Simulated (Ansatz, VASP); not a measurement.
Two plane-wave programs on PbS

```
CELL_PARAMETERS angstrom
0.00000 2.96575 2.96575
2.96575 0.00000 2.96575
2.96575 2.96575 0.00000
ATOMIC_POSITIONS crystal
Pb 0.00000 0.00000 0.00000
S 0.50000 0.50000 0.50000
```

Alike in both runs: task single point; functional HSE06; k mesh 4 × 4 × 4; no spin polarisation.

```csv
,VASP,Ansatz
version,VASP 6.6.1,Ansatz 0.2.0
potentials or method,"VASP PAW PBE potentials, release 64 (Pb_d, S), cutoff 400 eV","plane waves, PAW"
occupations,"gaussian, width 0.01 eV",fixed
valence electrons in the cell,20,20
```

VASP gave:

```
gap on the k mesh at the Fermi level (eV) : 0.80
```

Q: What did Ansatz give for the same quantities?

A: gap on the k mesh at the Fermi level (eV): 0.79.

The k mesh is coarse, so the values compare programs but aren't converged. Spin-orbit coupling is off throughout.
